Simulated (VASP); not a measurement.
# CdSe4 (P1) in VASP: relaxation of cell and atoms with PBE

Aim: the relaxation of cell and atoms of CdSe4 with PBE.

Program: VASP 6.6.1. These are calculated values, not measurements. Logs are shortened: lines on timing, memory, paths and dates and some standing lists are left out, and cuts for length are marked.

## Step 1: The cell of the first run

The typed cell holds 10 atoms: a = 5.467 Å, b = 6.661 Å, c = 8.446 Å, α = 106.34°, β = 90.21°, γ = 88.29°.

## Step 2: Relaxation of cell and atoms, PBE

INCAR reads:

```
ALGO = Normal
EDIFF = 1E-7
EDIFFG = -0.025
ENCUT = 600
GGA = PE
IBRION = 2
ISIF = 3
ISMEAR = 0
LASPH = True
LCHARG = False
LREAL = False
LWAVE = False
NELM = 80
NSW = 80
PREC = Accurate
SIGMA = 0.1
```

KPOINTS reads:

```
k-points
0
Gamma
  4 2 2
```

POSCAR reads:

```
CdSe4
1.0
   -0.0832245045     -5.4664609752     -0.0120670358
   -6.6595939369     -0.0976924106      0.1181208042
    2.2318616889      0.0147337623     -8.1452834893
Cd Se
2 8
Direct
    0.4759908707      0.0116310744      0.4708135359
    0.9864811239      1.0037627964      0.9860572358
    0.5984861511      0.3156649998      0.9116281408
    0.4255418190      0.6582768482      0.1029644198
    0.8367077525      0.8077778885      0.2080083155
    0.1915856360      0.2084961009      0.8153772768
    0.0392754967      0.6558481670      0.5760286794
    0.9434467277      0.3286617004      0.4404949092
    0.3159721526      0.1967502796      0.3091780416
    0.6865122696      0.8131301449      0.6794494452
```

Potentials or basis: VASP PAW PBE potentials, release 64 (Cd, Se).

Started as:

```
$ cat potpaw_PBE.64/Cd/POTCAR potpaw_PBE.64/Se/POTCAR > POTCAR
$ mpirun -np 1 vasp_std > vasp.out
```

OUTCAR:

```text
EDIFF = 1E-7
   EDIFFG = -0.025
   ENCUT = 600
   GGA = PE
   IBRION = 2
   ISIF = 3
   ISMEAR = 0
   LASPH = True
   LREAL = False
   NELM = 80
   NSW = 80
   PREC = Accurate

 ion  position               nearest neighbor table
   1  0.476  0.012  0.471-   9 2.24  10 2.72   5 2.97   6 3.22
   2  0.986  0.004  0.986-   6 2.53   5 2.71  10 3.04   3 3.11   9 3.24
   3  0.598  0.316  0.912-   6 2.42   4 2.55   2 3.11
   4  0.426  0.658  0.103-   5 2.54   3 2.55
   5  0.837  0.808  0.208-   4 2.54   2 2.71   1 2.97
   6  0.192  0.208  0.815-   3 2.42   2 2.53   1 3.22
   7  0.039  0.656  0.576-  10 2.23   8 2.23
   8  0.943  0.329  0.440-   7 2.23   9 2.35
   9  0.316  0.197  0.309-   1 2.24   8 2.35   2 3.24
  10  0.687  0.813  0.679-   7 2.23   1 2.72   2 3.04

  LATTYP: Found a triclinic cell.
 ALAT       =    13.8403803297
 B/A-ratio  =     0.9372724217
 C/A-ratio  =     1.3754578125
 COS(alpha) =     0.0003900616
 COS(beta)  =     0.6348611484
 COS(gamma) =     0.7680372547

  Lattice vectors:

 A1 = (  -2.3983106979, -10.9476557127,   8.1211494177)
 A2 = (  -6.8260429459, -11.0306143610,   0.0939867326)
 A3 = (   8.7722399915,  -5.3005436786,  16.0422583344)

Analysis of symmetry for initial positions (statically):
=====================================================================
 Subroutine PRICEL returns:
 Original cell was already a primitive cell.

 Routine SETGRP: Setting up the symmetry group for a
 triclinic supercell.

 Subroutine GETGRP returns: Found  1 space group operations
 (whereof  1 operations were pure point group operations)
 out of a pool of  2 trial point group operations.

The static configuration has the point symmetry C_1 .

Analysis of symmetry for dynamics (positions and initial velocities):
=====================================================================
 Subroutine PRICEL returns:
 Original cell was already a primitive cell.

 Routine SETGRP: Setting up the symmetry group for a
 triclinic supercell.

 Subroutine GETGRP returns: Found  1 space group operations
 (whereof  1 operations were pure point group operations)
 out of a pool of  2 trial point group operations.

The dynamic configuration has the point symmetry C_1 .

 Subroutine INISYM returns: Found  1 space group operations
 (whereof  1 operations are pure point group operations),
 and found     1 'primitive' translations

----------------------------------------------------------------------------------------

                                     Primitive cell

  volume of cell :     295.0156

  direct lattice vectors                    reciprocal lattice vectors
    -0.083224505 -5.466460975 -0.012067036     0.002691356 -0.182975584  0.000406470
    -6.659593937 -0.097692411  0.118120804    -0.150927790  0.002389091 -0.041350894
     2.231861689  0.014733762 -8.145283489    -0.002192703  0.000305720 -0.123370698

  length of vectors
     5.467107784  6.661357800  8.445535318     0.182995828  0.156508153  0.123390561

  position of ions in fractional coordinates (direct lattice)
     0.475990871  0.011631074  0.470813536
     0.986481124  0.003762796  0.986057236
     0.598486151  0.315665000  0.911628141
     0.425541819  0.658276848  0.102964420
     0.836707752  0.807777888  0.208008316
     0.191585636  0.208496101  0.815377277
     0.039275497  0.655848167  0.576028679
     0.943446728  0.328661700  0.440494909
     0.315972153  0.196750280  0.309178042
     0.686512270  0.813130145  0.679449445

  ion indices of the primitive-cell ions
   primitive index   ion index
                 1           1
                 2           2
                 3           3
                 4           4
                 5           5
                 6           6
                 7           7
                 8           8
                 9           9
                10          10

----------------------------------------------------------------------------------------

 KPOINTS: k-points

Automatic generation of k-mesh.
 Grid dimensions read from file:
 generate k-points for:    4    2    2

 Generating k-lattice:

  Cartesian coordinates                     Fractional coordinates (reciprocal lattice)
     0.000672839 -0.045743896  0.000101618     0.250000000 -0.000000000  0.000000000
    -0.075463895  0.001194546 -0.020675447     0.000000000  0.500000000  0.000000000
    -0.001096352  0.000152860 -0.061685349    -0.000000000  0.000000000  0.500000000

  Length of vectors
     0.045748957  0.078254077  0.061695280

  Shift w.r.t. Gamma in fractional coordinates (k-lattice)
     0.000000000  0.000000000  0.000000000

 Subroutine IBZKPT returns following result:
 ===========================================

 Found     12 irreducible k-points:

 Following reciprocal coordinates:
            Coordinates               Weight
  0.000000  0.000000  0.000000      1.000000
  0.250000 -0.000000 -0.000000      2.000000
  0.500000 -0.000000 -0.000000      1.000000
 -0.000000  0.500000  0.000000      1.000000
  0.250000  0.500000  0.000000      2.000000
  0.500000  0.500000  0.000000      1.000000
 -0.000000 -0.000000  0.500000      1.000000
  0.250000 -0.000000  0.500000      2.000000
  0.500000  0.000000  0.500000      1.000000
 -0.000000  0.500000  0.500000      1.000000
  0.250000  0.500000  0.500000      2.000000
  0.500000  0.500000  0.500000      1.000000
   k-points           NKPTS =     12   k-points in BZ     NKDIM =     12   number of bands    NBANDS=     43
   number of dos      NEDOS =    301   number of ions     NIONS =     10
   total plane-waves  NPLWV = 181440
   dimension x,y,z NGX =    48 NGY =   54 NGZ =   70
   dimension x,y,z NGXF=    96 NGYF=  108 NGZF=  140
   ions per type =               2   8
   NGX,Y,Z   is equivalent  to a cutoff of  14.60, 13.48, 13.78 a.u.
   NGXF,Y,Z  is equivalent  to a cutoff of  29.19, 26.95, 27.56 a.u.
 SYSTEM =  unknown system
   PREC   = accura    normal or accurate (medium, high low for compatibility)
   ISTART =      0    job   : 0-new  1-cont  2-samecut
   ICHARG =      2    charge: 1-file 2-atom 10-const
   ISPIN  =      1    spin polarized calculation?
   LNONCOLLINEAR =      F non collinear calculations
   LSORBIT =      F    spin-orbit coupling
   LASPH  =      T    aspherical Exc in radial PAW
   ENCUT  =  600.0 eV  44.10 Ry    6.64 a.u.  10.92 13.30 16.87*2*pi/ulx,y,z
   NELM   =     80;   NELMIN=  2; NELMDL= -5     # of ELM steps
   EDIFF  = 0.1E-06   stopping-criterion for ELM
   LREAL  =      F    real-space projection
   EDIFFG = -.3E-01   stopping-criterion for IOM
   NSW    =     80    number of steps for IOM
   IBRION =      2    ionic relax: 0-MD 1-quasi-New 2-CG
   NFREE  =      1    steps in history (QN), initial steepest desc. (CG)
   ISIF   =      3    stress and relaxation
   ISYM   =      2    0-nonsym 1-usesym 2-fastsym
   POTIM  = 0.5000    time-step for ionic-motion
   TEBEG  =    0.0;   TEEND  =   0.0 temperature during run
   PSTRESS=    0.0 pullay stress
   NELECT =      72.0000    total number of electrons
   NUPDOWN=      -1.0000    fix difference up-down
   EMIN   =  10.00;   EMAX   =-10.00  energy-range for DOS
   EFERMI =   0.00;   METHOD = LEGACY
   ISMEAR =     0;   SIGMA  =   0.10  broadening in eV -4-tet -1-fermi 0-gaus
   EFERMI_NEDOS =   21; number of points for ismear=-14 and -15
   IALGO  =     38    algorithm
   IMIX   =      4    mixing-type and parameters
     AMIX     =   0.40;   BMIX     =  1.00
     AMIX_MAG =   1.60;   BMIX_MAG =  1.00
  volume/ion in A,a.u.               =      29.50       199.09
  Fermi-wavevector in a.u.,A,eV,Ry     =   1.023067  1.933316 14.240752  1.046666
  Thomas-Fermi vector in A             =   2.156780
   LORBIT       =      0    0 simple, 1 ext, 2 COOP (PROOUT), +10 PAW based schemes
   GGA     = PE    functional components
   LHFCALC =     F    Hartree Fock is set to
   AEXX    =    0.0000 exact exchange contribution
   IVDW    =     0    specifies the selected vdW correction
   LEPSILON=     F    determine dielectric tensor
   LRPA    =     F    only Hartree local field effects (RPA)
 conjugate gradient relaxation of ions
 non-spin polarized calculation
 Gauss-broadening in eV      SIGMA  =   0.10
  energy-cutoff  :      600.00
  volume of cell :      295.02
 maximum number of plane-waves:      9870
 NGX is ok and might be reduce to    48
   NGX = 21   NGY = 27   NGZ = 33

--------------------------------------- Ionic step        1  -------------------------------------------

 number of electron      71.9999999 magnetization

 Free energy of the ion-electron system (eV)
  ---------------------------------------------------
  ext. energy  EPLUGINS =         0.00000000
  ---------------------------------------------------
  free energy    TOTEN  =       -28.74638881 eV

  energy without entropy =      -28.74625485  energy(sigma->0) =      -28.74632183

------------------------ aborting loop because EDIFF is reached ----------------------------------------

  FORCE on cell =-STRESS in cart. coord.  units (eV):
  Direction    XX          YY          ZZ          XY          YZ          ZX
  --------------------------------------------------------------------------------------
  -------------------------------------------------------------------------------------
  Total        8.2163812      4.5620524      4.4641049     -2.2223722      0.9378784     -1.6709103
  in kB       44.6217074     24.7756965     24.2437610    -12.0693091      5.0934509     -9.0744174
  external PRESSURE =      31.2137216 kB  Pullay stress =       0.0000000 kB
[... 113 lines left out ...]
  FREE ENERGIE OF THE ION-ELECTRON SYSTEM (eV)
  ---------------------------------------------------
  free  energy   TOTEN  =       -29.8783005621 eV

  energy  without entropy=      -29.8783003304  energy(sigma->0) =      -29.87830045

[... ionic steps 4 to 49 ...]

--------------------------------------- Ionic step       50  -------------------------------------------

 number of electron      71.9999996 magnetization

------------------------ aborting loop because EDIFF is reached ----------------------------------------

  FORCE on cell =-STRESS in cart. coord.  units (eV):
  Direction    XX          YY          ZZ          XY          YZ          ZX
  --------------------------------------------------------------------------------------
  -------------------------------------------------------------------------------------
  Total       -0.0460094     -0.0866571     -0.0829801     -0.0005540      0.0420270      0.0689025
  in kB       -0.2454826     -0.4623581     -0.4427394     -0.0029558      0.2242347      0.3676287
  external PRESSURE =      -0.3835267 kB  Pullay stress =       0.0000000 kB
[... 73 lines left out ...]
  energy  without entropy=      -30.1513216969  energy(sigma->0) =      -30.15132171

--------------------------------------- Ionic step       52  -------------------------------------------

 number of electron      71.9999998 magnetization

 Free energy of the ion-electron system (eV)
  ---------------------------------------------------
  ext. energy  EPLUGINS =         0.00000000
  ---------------------------------------------------
  free energy    TOTEN  =       -30.15154492 eV

  energy without entropy =      -30.15154489  energy(sigma->0) =      -30.15154490

 E-fermi :   1.9620     XC(G=0):  -8.4944

 val. band max:        1.6115697718   @ k =  -0.0000   0.5000   0.0000
 cond. band min:       2.3123325739   @ k =   0.0000   0.0000   0.0000
 fundamental gap:      0.7007628021
 Fermi energy:         1.9619853322

 k-point     1 :       0.0000    0.0000    0.0000
  band No.  band energies     occupation
      1     -13.5315      2.00000
      2     -13.2202      2.00000
      3     -12.3159      2.00000
      4     -12.0560      2.00000
      5     -10.4106      2.00000
      6     -10.4009      2.00000
[... 578 lines left out ...]
  FREE ENERGIE OF THE ION-ELECTRON SYSTEM (eV)
  ---------------------------------------------------
  free  energy   TOTEN  =       -30.1515449210 eV

  energy  without entropy=      -30.1515448881  energy(sigma->0) =      -30.15154490

 reached required accuracy - stopping structural energy minimisation
```

Run time: 53 min. Hardware: 1 thread of Intel Xeon Platinum 8481C at 2.70GHz (Sapphire Rapids), shared host; peak memory 0.56 GiB.

What came out:

- Free energy: -30.1515 eV
- Relaxed volume: 30.02 Å³/atom
- Relaxed cell: a = 5.614 Å, b = 6.588 Å, c = 8.436 Å, α = 105.80°, β = 89.99°, γ = 90.09°
- Space group after relaxing (to 0.05 Å): P1 (No. 1)
- Energy gained by relaxing: 140.5 meV/atom
- Ionic steps: 52
- Pressure after relaxing: 0.0 GPa
- Largest force after relaxing: 0.019 eV/Å
- Band gap on the k mesh: 0.70 eV, indirect (least direct gap 0.77 eV)

Forces on the atoms (eV/Å):
```
Cd   0.004 -0.001 -0.004
Cd   0.009  0.005 -0.008
Se   0.010  0.013 -0.004
Se   0.015  0.001  0.004
Se  -0.010 -0.015 -0.009
Se  -0.016  0.004  0.005
Se   0.000 -0.006  0.011
Se  -0.007 -0.008  0.005
Se   0.001  0.005  0.000
Se  -0.006  0.003  0.000
```

Step by step:
```tsv
step	energy change (eV)	largest force (eV/Å)	pressure (GPa)	volume (Å³)
1	0.0000	4.8270	3.12	295.02
3	-1.1319	1.1832	-1.43	310.94
5	-1.2852	0.4471	0.39	301.43
7	-1.3307	0.2897	0.06	302.13
9	-1.3598	0.2817	-0.19	303.61
11	-1.3759	0.2104	0.26	302.17
13	-1.3858	0.1385	-0.10	303.93
15	-1.3903	0.1129	-0.07	303.39
17	-1.3929	0.0840	0.11	302.13
19	-1.3943	0.0817	-0.07	302.58
21	-1.3970	0.0636	-0.05	301.89
23	-1.3981	0.0635	0.08	300.87
25	-1.3987	0.0458	-0.02	301.06
27	-1.3996	0.0621	-0.01	300.96
29	-1.4003	0.0478	0.02	300.78
31	-1.4006	0.0274	-0.04	300.92
33	-1.4011	0.0332	-0.01	300.62
35	-1.4017	0.0350	0.03	300.23
37	-1.4024	0.0275	-0.01	300.20
39	-1.4029	0.0335	0.02	299.89
41	-1.4033	0.0257	0.02	299.73
43	-1.4034	0.0396	0.02	299.57
45	-1.4039	0.0431	-0.01	299.63
47	-1.4042	0.0361	0.05	299.57
49	-1.4046	0.0455	-0.07	300.53
51	-1.4049	0.0259	-0.02	300.27
52	-1.4052	0.0195	0.00	300.25
```

Final structure:
```
CELL_PARAMETERS angstrom
0.00124 -5.61405 0.00223
-6.58756 0.00863 0.09485
2.17973 -0.00478 -8.15000
ATOMIC_POSITIONS crystal
Cd 0.49428 0.99823 0.50353
Cd 0.98864 0.00389 0.99433
Se 0.57355 0.33177 0.91821
Se 0.43262 0.67164 0.08702
Se 0.80814 0.80403 0.19555
Se 0.19840 0.20561 0.80365
Se 0.07106 0.66817 0.58368
Se 0.93198 0.32710 0.41484
Se 0.30676 0.19643 0.30379
Se 0.69456 0.79313 0.69539
```

Caveat: the k points lie up to 0.50 Å⁻¹ apart in the final cell. A k mesh can miss the band edges.
